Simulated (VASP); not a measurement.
Write the native input for VASP 6.6.1 that does the following.

- Task: single point
- Functional: r2SCAN
- Potentials or basis: VASP PAW PBE potentials, release 64 (Se, O, Br)
- Cutoff: 520 eV
- k mesh: 9 × 10 × 5
- Occupations: fermi-dirac, width 0.1 eV
- Spin: no spin polarisation
- Dipole correction: no
- Further INCAR settings: ALGO = Normal; EDIFF = 1e-06; NBANDS = 28

SeBrO:

```
Se O Br
1.0
     3.80031    0.00000    0.00000
     0.00000    3.29360    0.00000
     0.00000    0.00000    7.55387
Se O Br
2 2 2
Direct
  0.00000 0.50000 0.12100
  0.50000 0.00000 0.87900
  0.00000 0.00000 0.97000
  0.50000 0.50000 0.03000
  0.00000 0.00000 0.34500
  0.50000 0.50000 0.65500
```

The input as run:

POSCAR

```
SeBrO
1.0
    3.8003060000      0.0000000000      0.0000000000
    0.0000000000      3.2935990000      0.0000000000
    0.0000000000      0.0000000000      7.5538690000
Se O Br
2 2 2
Direct
    0.0000000000      0.5000000000      0.1210000000
    0.5000000000      0.0000000000      0.8790000000
    0.0000000000      0.0000000000      0.9700000000
    0.5000000000      0.5000000000      0.0300000000
    0.0000000000      0.0000000000      0.3450000000
    0.5000000000      0.5000000000      0.6550000000
```

INCAR.step1

```
PREC = Accurate ; ENCUT = 520
ISMEAR = -1 ; SIGMA = 0.1
LREAL = False ; LASPH = True
NELM = 60 ; NBANDS = 28
GGA = PE ; ALGO = Normal
EDIFF = 1E-4 ; LWAVE = True
LCHARG = False
```

INCAR.step2

```
PREC = Accurate ; ENCUT = 520
EDIFF = 1E-6 ; ISMEAR = -1
SIGMA = 0.1 ; LREAL = False
LASPH = True ; NELM = 60
ALGO = Normal ; ISIF = 2
LWAVE = False ; LCHARG = False
METAGGA = R2SCAN ; LMIXTAU = True
NBANDS = 28 ; ISTART = 1
```

KPOINTS

```
Automatic mesh
0
Gamma
  9 10 5
```

Potentials or basis: VASP PAW PBE potentials, release 64 (Se, O, Br).

Launch:

```sh
$ cat potpaw_PBE.64/Se/POTCAR potpaw_PBE.64/O/POTCAR potpaw_PBE.64/Br/POTCAR > POTCAR
$ cp INCAR.step1 INCAR
$ mpirun -np 1 vasp_std > vasp.out
$ cp INCAR.step2 INCAR
$ mpirun -np 1 vasp_std > vasp.out
```

It gave:

The pressure is 45.6 GPa and the largest force is 4.299 eV/Å. The band gap on the k mesh is zero (bands 19 and 20 overlap by 2.27 eV).

Caveat: the stress differs along the axes, from 40 to 52 GPa; the PAW data sets were made with another functional, which shifts forces and pressure a little.

Wall time 8.2 min on 1 thread of Intel(R) Xeon(R) Platinum 8259CL CPU @ 2.50GHz (Skylake/Cascade Lake), on a shared host, peak memory 0.35 GiB.
